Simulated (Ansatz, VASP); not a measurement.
**W: VASP beside Ansatz**

```
CELL_PARAMETERS angstrom
5.08300 0.00000 0.00000
0.00000 5.08300 0.00000
0.00000 0.00000 4.98134
ATOMIC_POSITIONS crystal
W 0.00000 0.00000 0.00000
W 0.50000 0.50000 0.50000
W 0.00000 0.50000 0.25000
W 0.00000 0.50000 0.75000
W 0.25019 0.00000 0.50000
W 0.74981 0.00000 0.50000
W 0.50000 0.75019 0.00000
W 0.50000 0.24981 0.00000
```

Change from the starting cell: z stretched by -2 %, ions relaxed.

Alike in both runs: functional PBE; k mesh 9 × 9 × 9; occupations fermi-dirac, width 0.05 eV; no spin polarisation.

Ansatz relaxed the structure, and its values are those at the end. VASP's run is a single point on that final structure, the one shown.

|  | VASP | Ansatz |
| --- | --- | --- |
| version | VASP 6.6.1 | Ansatz 0.2.0 |
| potentials or method | VASP PAW PBE potentials, release 64 (W_sv) | plane-wave PAW, scalar-relativistic |
| plane-wave cutoff (eV) | 520 | 420 |
| valence electrons in the cell | 112 | 112 |

|  | VASP | Ansatz | Ansatz less VASP |
| --- | --- | --- | --- |
| pressure (GPa) | 6.4 | 5.8 | -0.67 |
| rms of the force components (eV/Å) | 0.008 | 0.008 | -0.0001 |

With one functional, cell and mesh, what is left measures potentials, basis and numerics. Ansatz's warnings: stress scf threshold loose.

Neither program's run includes spin-orbit coupling.
